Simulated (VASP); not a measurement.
# BP (I-4m2) in VASP: single point with PBE

Aim: the single point of BP with PBE.

Program: VASP 6.6.1. These are calculated values, not measurements. Logs are shortened: lines on timing, memory, paths and dates and some standing lists are left out, and cuts for length are marked.

## (1) The cell of the first run

Symmetry: I-4m2, No. 119, tetragonal system. Conventional cell: a = 3.208 Å, b = 3.208 Å, c = 4.740 Å, α = 90.00°, β = 90.00°, γ = 90.00°. B (site symmetry -4m2) has 4 P at 1.99 Å within 2.6 Å. P (site symmetry -4m2) has 4 B at 1.99 Å within 2.6 Å.

## (2) Single point, PBE (uniaxial z strain +4.5%)

Input file INCAR:

```
SYSTEM = BP
PREC = Accurate
ENCUT = 520
EDIFF = 1E-6
ISMEAR = -1
SIGMA = 0.02
LREAL = .False.
LASPH = .True.
NELM = 80
ALGO = Normal
ISIF = 2
LWAVE = .False.
LCHARG = .False.
GGA = PE
NBANDS = 11
```

Input file KPOINTS:

```
Automatic mesh
0
Gamma
  10 10 10
  0 0 0
```

Input file POSCAR:

```
BP
1.0
    0.0000000000      2.2683156724      2.3699362145
    2.2683156724      0.0000000000      2.3699362145
    2.2683156724      2.2683156724      0.0000000000
B P
1 1
Direct
    0.0000000000      0.0000000000      0.0000000000
    0.2500000000      0.2500000000      0.2500000000
```

Potentials or basis: VASP PAW PBE potentials, release 64 (B, P).

Launch:

```bash
$ cat potpaw_PBE.64/B/POTCAR potpaw_PBE.64/P/POTCAR > POTCAR
$ mpirun -np 1 vasp_std > vasp.out
```

OUTCAR:

```text
SYSTEM = BP
   PREC = Accurate
   ENCUT = 520
   EDIFF = 1E-6
   ISMEAR = -1
   LREAL = .False.
   LASPH = .True.
   NELM = 80
   ISIF = 2
   GGA = PE

 ion  position               nearest neighbor table
   1  0.000  0.000  0.000-   2 1.99   2 1.99   2 1.99   2 1.99
   2  0.250  0.250  0.250-   1 1.99   1 1.99   1 1.99   1 1.99

  LATTYP: Found a body centered tetragonal cell.
 ALAT       =     3.2078827877
 C/A-ratio  =     1.4775703300

  Lattice vectors:

 A1 = (  -2.2683156724,   0.0000000000,   2.3699362145)
 A2 = (   2.2683156724,   0.0000000000,   2.3699362145)
 A3 = (   0.0000000000,   2.2683156724,  -2.3699362145)

Analysis of symmetry for initial positions (statically):
=====================================================================
 Subroutine PRICEL returns:
 Original cell was already a primitive cell.

 Routine SETGRP: Setting up the symmetry group for a
 body centered tetragonal supercell.

 Subroutine GETGRP returns: Found  8 space group operations
 (whereof  8 operations were pure point group operations)
 out of a pool of 16 trial point group operations.

The static configuration has the point symmetry D_2d.

Analysis of symmetry for dynamics (positions and initial velocities):
=====================================================================
 Subroutine PRICEL returns:
 Original cell was already a primitive cell.

 Routine SETGRP: Setting up the symmetry group for a
 body centered tetragonal supercell.

 Subroutine GETGRP returns: Found  8 space group operations
 (whereof  8 operations were pure point group operations)
 out of a pool of 16 trial point group operations.

The dynamic configuration has the point symmetry D_2d.

 Subroutine INISYM returns: Found  8 space group operations
 (whereof  8 operations are pure point group operations),
 and found     1 'primitive' translations

----------------------------------------------------------------------------------------

                                     Primitive cell

  volume of cell :      24.3879

  direct lattice vectors                    reciprocal lattice vectors
     0.000000000  2.268315672  2.369936215    -0.220427873  0.220427873  0.210976142
     2.268315672  0.000000000  2.369936215     0.220427873 -0.220427873  0.210976142
     2.268315672  2.268315672  0.000000000     0.220427873  0.220427873 -0.210976142

  length of vectors
     3.280526429  3.280526429  3.207882788     0.376414436  0.376414436  0.376414436

  position of ions in fractional coordinates (direct lattice)
     0.000000000  0.000000000  0.000000000
     0.250000000  0.250000000  0.250000000

  ion indices of the primitive-cell ions
   primitive index   ion index
                 1           1
                 2           2

----------------------------------------------------------------------------------------

 KPOINTS: Automatic mesh

Automatic generation of k-mesh.
 Grid dimensions read from file:
 generate k-points for:   10   10   10

 Generating k-lattice:

  Cartesian coordinates                     Fractional coordinates (reciprocal lattice)
    -0.022042787  0.022042787  0.021097614     0.100000000  0.000000000  0.000000000
     0.022042787 -0.022042787  0.021097614     0.000000000  0.100000000  0.000000000
     0.022042787  0.022042787 -0.021097614     0.000000000  0.000000000  0.100000000

  Length of vectors
     0.037641444  0.037641444  0.037641444

  Shift w.r.t. Gamma in fractional coordinates (k-lattice)
     0.000000000  0.000000000  0.000000000

 Subroutine IBZKPT returns following result:
 ===========================================

 Found    102 irreducible k-points:

 Following reciprocal coordinates:
            Coordinates               Weight
  0.000000  0.000000  0.000000      1.000000
  0.100000  0.000000  0.000000      8.000000
  0.200000  0.000000  0.000000      8.000000
  0.300000  0.000000  0.000000      8.000000
  0.400000  0.000000  0.000000      8.000000
  0.500000  0.000000  0.000000      4.000000
[... 16 lines left out ...]
  0.300000  0.300000  0.000000      2.000000
  0.400000  0.300000  0.000000      8.000000
 [... further k-points ...]
   k-points           NKPTS =    102   k-points in BZ     NKDIM =    102   number of bands    NBANDS=     11
   number of dos      NEDOS =    301   number of ions     NIONS =      2
   total plane-waves  NPLWV =  13824
   dimension x,y,z NGX =    24 NGY =   24 NGZ =   24
   dimension x,y,z NGXF=    48 NGYF=   48 NGZF=   48
   ions per type =               1   1
   NGX,Y,Z   is equivalent  to a cutoff of  12.16, 12.16, 12.44 a.u.
   NGXF,Y,Z  is equivalent  to a cutoff of  24.32, 24.32, 24.88 a.u.
 SYSTEM =  BP
   PREC   = accura    normal or accurate (medium, high low for compatibility)
   ISTART =      0    job   : 0-new  1-cont  2-samecut
   ICHARG =      2    charge: 1-file 2-atom 10-const
   ISPIN  =      1    spin polarized calculation?
   LNONCOLLINEAR =      F non collinear calculations
   LSORBIT =      F    spin-orbit coupling
   LASPH  =      T    aspherical Exc in radial PAW
   ENCUT  =  520.0 eV  38.22 Ry    6.18 a.u.   6.10  6.10  5.96*2*pi/ulx,y,z
   NELM   =     80;   NELMIN=  2; NELMDL= -5     # of ELM steps
   EDIFF  = 0.1E-05   stopping-criterion for ELM
   LREAL  =      F    real-space projection
   EDIFFG = 0.1E-04   stopping-criterion for IOM
   NSW    =      0    number of steps for IOM
   IBRION =     -1    ionic relax: 0-MD 1-quasi-New 2-CG
   NFREE  =      0    steps in history (QN), initial steepest desc. (CG)
   ISIF   =      2    stress and relaxation
   ISYM   =      2    0-nonsym 1-usesym 2-fastsym
   POTIM  = 0.5000    time-step for ionic-motion
   TEBEG  =    0.0;   TEEND  =   0.0 temperature during run
   PSTRESS=    0.0 pullay stress
   NELECT =       8.0000    total number of electrons
   NUPDOWN=      -1.0000    fix difference up-down
   EMIN   =  10.00;   EMAX   =-10.00  energy-range for DOS
   EFERMI =   0.00;   METHOD = LEGACY
   ISMEAR =    -1;   SIGMA  =   0.02  broadening in eV -4-tet -1-fermi 0-gaus
   EFERMI_NEDOS =   21; number of points for ismear=-14 and -15
   IALGO  =     38    algorithm
   IMIX   =      4    mixing-type and parameters
     AMIX     =   0.40;   BMIX     =  1.00
     AMIX_MAG =   1.60;   BMIX_MAG =  1.00
  volume/ion in A,a.u.               =      12.19        82.29
  Fermi-wavevector in a.u.,A,eV,Ry     =   1.129051  2.133597 17.344115  1.274756
  Thomas-Fermi vector in A             =   2.265743
   LORBIT       =      0    0 simple, 1 ext, 2 COOP (PROOUT), +10 PAW based schemes
   GGA     = PE    functional components
   LHFCALC =     F    Hartree Fock is set to
   AEXX    =    0.0000 exact exchange contribution
   IVDW    =     0    specifies the selected vdW correction
   LEPSILON=     F    determine dielectric tensor
   LRPA    =     F    only Hartree local field effects (RPA)
 non-spin polarized calculation
  energy-cutoff  :      520.00
  volume of cell :       24.39
 maximum number of plane-waves:       668
   NGX = 13   NGY = 13   NGZ = 11

 number of electron       7.9999999 magnetization

 Free energy of the ion-electron system (eV)
  ---------------------------------------------------
  ext. energy  EPLUGINS =         0.00000000
  ---------------------------------------------------
  free energy    TOTEN  =       -12.88891687 eV

  energy without entropy =      -12.88891687  energy(sigma->0) =      -12.88891687

 E-fermi :   7.5398     XC(G=0): -10.7256

 val. band max:        7.0833768426   @ k =   0.0000   0.0000   0.0000
 cond. band min:       8.0560082685   @ k =   0.4000   0.0000   0.4000
 fundamental gap:      0.9726314259
 Fermi energy:         7.5398332418

 k-point     1 :       0.0000    0.0000    0.0000
  band No.  band energies     occupation
      1      -8.1477      2.00000
      2       6.6419      2.00000
      3       7.0834      2.00000
      4       7.0834      2.00000
      5      10.2053      0.00000
      6      10.2053      0.00000
      7      10.4498      0.00000
      8      13.6294      0.00000
      9      18.1536      0.00000
     10      18.3656      0.00000
     11      19.5096      0.00000

 k-point     2 :       0.1000    0.0000    0.0000
  band No.  band energies     occupation
      1      -7.9737      2.00000
      2       5.6351      2.00000
      3       6.5223      2.00000
      4       6.8141      2.00000
      5      10.5215      0.00000
      6      10.6070      0.00000
      7      10.8948      0.00000
      8      14.1963      0.00000
      9      17.7814      0.00000
     10      18.7243      0.00000
     11      18.7564      0.00000

 k-point     3 :       0.2000    0.0000    0.0000
  band No.  band energies     occupation
      1      -7.4590      2.00000
      2       3.3841      2.00000
      3       5.9203      2.00000
      4       6.3094      2.00000
      5      10.6603      0.00000
      6      11.3646      0.00000
      7      11.4959      0.00000
      8      15.4913      0.00000
      9      17.4090      0.00000
     10      17.9873      0.00000
     11      19.6082      0.00000

 k-point     4 :       0.3000    0.0000    0.0000
  band No.  band energies     occupation
      1      -6.6349      2.00000
      2       1.1018      2.00000
      3       5.4014      2.00000
      4       5.8742      2.00000
      5      10.4973      0.00000
      6      11.7536      0.00000
      7      11.8253      0.00000
      8      16.5890      0.00000
      9      18.1580      0.00000
     10      18.2778      0.00000
     11      19.8717      0.00000

 k-point     5 :       0.4000    0.0000    0.0000
  band No.  band energies     occupation
      1      -5.6186      2.00000
      2      -0.8404      2.00000
      3       5.0681      2.00000
      4       5.6021      2.00000
      5      10.3240      0.00000
      6      11.6948      0.00000
      7      11.8652      0.00000
      8      16.9310      0.00000
      9      19.6913      0.00000
     10      19.8072      0.00000
     11      20.8260      0.00000
[... 211 lines left out ...]
 k-point    21 :      -0.3000    0.2000    0.0000
  band No.  band energies     occupation
      1      -5.3484      2.00000
      2       0.0071      2.00000
      3       2.2083      2.00000
      4       5.3858      2.00000
      5      11.1493      0.00000
      6      12.9803      0.00000
      7      13.3101      0.00000
      8      15.8034      0.00000
      9      17.3105      0.00000
     10      19.7148      0.00000
     11      23.2202      0.00000

 k-point    22 :      -0.2000    0.2000    0.0000
  band No.  band energies     occupation
      1      -6.3097      2.00000
      2       1.6710      2.00000
      3       2.7356      2.00000
      4       6.0140      2.00000
      5      11.6170      0.00000
      6      12.1171      0.00000
      7      12.8280      0.00000
      8      14.8450      0.00000
      9      16.5744      0.00000
     10      20.4331      0.00000
     11      22.4417      0.00000

 k-point    23 :       0.3000    0.3000    0.0000
  band No.  band energies     occupation
      1      -6.2217      2.00000
      2       1.8128      2.00000
      3       4.0942      2.00000
      4       4.0942      2.00000
      5       8.8403      0.00000
      6      10.9928      0.00000
      7      15.4956      0.00000
      8      15.4956      0.00000
      9      19.0476      0.00000
     10      21.5291      0.00000
     11      22.6196      0.00000

 k-point    24 :       0.4000    0.3000    0.0000
  band No.  band energies     occupation
      1      -5.4632      2.00000
      2       0.6272      2.00000
      3       3.1890      2.00000
      4       3.8292      2.00000
      5       9.1387      0.00000
      6      10.8467      0.00000
      7      16.0271      0.00000
      8      16.1847      0.00000
      9      20.0937      0.00000
     10      22.1508      0.00000
     11      23.1001      0.00000

 [... further k-points ...]
[... 5 lines left out ...]
  --------------------------------------------------------------------------------------
  -------------------------------------------------------------------------------------
  Total       -0.2544085     -0.2544085     -2.0756911      0.0000000     -0.0000000     -0.0000000
  in kB      -16.7135474    -16.7135474   -136.3639796      0.0000000     -0.0000000     -0.0000000
  external PRESSURE =     -56.5970248 kB  Pullay stress =       0.0000000 kB

 VOLUME and BASIS-vectors are now :
 -----------------------------------------------------------------------------
  energy-cutoff  :      520.00
  volume of cell :       24.39
      direct lattice vectors                 reciprocal lattice vectors
     0.000000000  2.268315672  2.369936215    -0.220427873  0.220427873  0.210976142
     2.268315672  0.000000000  2.369936215     0.220427873 -0.220427873  0.210976142
     2.268315672  2.268315672  0.000000000     0.220427873  0.220427873 -0.210976142

 POSITION                                       TOTAL-FORCE (eV/Angst)
 -----------------------------------------------------------------------------------
      0.00000      0.00000      0.00000         0.000000      0.000000     -0.000000
      1.13416      1.13416      1.18497        -0.000000     -0.000000      0.000000
 -----------------------------------------------------------------------------------
    total drift:                                0.000000      0.000000      0.000000

  FREE ENERGIE OF THE ION-ELECTRON SYSTEM (eV)
  ---------------------------------------------------
  free  energy   TOTEN  =       -12.8889168745 eV

  energy  without entropy=      -12.8889168745  energy(sigma->0) =      -12.88891687
```

Wall time 16 s (1 thread of Intel Xeon Platinum 8488C (Sapphire Rapids), shared host); peak memory 0.15 GiB.

What came out:

```
Free energy            : -12.8889 eV
Pressure               : -5.7 GPa
Band gap on the k mesh : 0.97 eV, indirect (least direct gap 3.12 eV)
```

Levels at points of the mesh, in eV from the valence-band top:
```
           k point  band 1  band 2  band 3  band 4  band 5  band 6  band 7  band 8  band 9
(0.00, 0.00, 0.00)  -15.23   -0.44    0.00    0.00    3.12    3.12    3.37    6.55   11.07
(0.50, 0.00, 0.00)  -12.06   -8.88   -2.13   -1.57    3.17    4.55    4.74    9.85   13.93
(0.50, 0.50, 0.00)  -10.87   -8.76   -3.81   -3.81    1.59    1.95   11.57   11.57   14.24
(0.50, 0.00, 0.50)  -10.46   -8.38   -4.29   -4.20    1.12    1.36   11.09   11.92   14.47
```

Caveat: the cell differs from its parent crystal (uniaxial z strain +4.5%). A k mesh can miss the band edges.
